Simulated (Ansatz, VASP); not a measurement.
## GaP in VASP and in Ansatz

```
Ga P
1.0
     0.00000    2.72525    2.72525
     2.72525    0.00000    2.72525
     2.72525    2.72525    0.00000
Ga P
1 1
Direct
  0.00000 0.00000 0.00000
  0.75000 0.75000 0.75000
```

Alike in both runs: task electric field gradients; functional r2SCAN; k mesh 12 × 12 × 12; occupations fermi-dirac, width 0.08 eV; no spin polarisation.

|  | VASP | Ansatz |
| --- | --- | --- |
| version | VASP 6.6.1 | Ansatz 0.2.0 |
| potentials or method | VASP PAW PBE potentials, release 64 (Ga_d, P) | PAW with Ansatz's default frozen-core files, scalar-relativistic |
| plane-wave cutoff (eV) | 520 | 500 |
| valence electrons in the cell | 18 | 18 |

```csv
,VASP,Ansatz,Ansatz less VASP
pressure (GPa),0.0,0.0,+0.06
```

VASP's potentials were made for PBE, not for r2SCAN.
